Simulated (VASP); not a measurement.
Here is a VASP 6.6.1 calculation.

Contents of INCAR:

```
SYSTEM = AsHF
  PREC = Accurate
  ENCUT = 600
  EDIFF = 1E-6
  ISMEAR = 0
  SIGMA = 0.1
  LREAL = .FALSE.
  LASPH = .TRUE.
  NELM = 120
  ALGO = Normal
  ISIF = 2
  LWAVE = .FALSE.
  LCHARG = .TRUE.
  GGA = PE
  LELF = .TRUE.
  LVHAR = .TRUE.
  NBANDS = 14
  GGA_COMPAT = .FALSE.
```

KPOINTS

```
Automatic mesh
0
G
  8 4 4
  0 0 0
```

POSCAR

```
AsHF
1.0
    2.5059760104      0.0000000000      0.0000000000
    0.0000000000      4.0497885427      0.0000000000
    0.0000000000      0.0000000000      5.0539099042
H As F
1 1 1
Direct
    0.0000000000      0.0000000000      0.0000000000
    0.0000000000      0.5000000000      0.5000000000
    0.0000000000      0.0000000000      0.5000000000
```

Potentials or basis: VASP PAW PBE potentials, release 64 (H, As, F).

The run is started by

```bash
$ cat potpaw_PBE.64/H/POTCAR potpaw_PBE.64/As/POTCAR potpaw_PBE.64/F/POTCAR > POTCAR
$ mpirun -np 1 vasp_std > vasp.out
```

(1) What does it give for the pressure?

(2) Estimate the band gap on the k mesh.

Answers

(1) 0.1 GPa.

(2) zero (an odd number of electrons rules out a gap without spin polarisation).

Caveat: the k points lie up to 0.39 Å⁻¹ apart, too coarse for converged energies and pressures of a metal; an odd number of electrons without spin polarisation forces a metal; a magnetic or distorted state may lie lower.
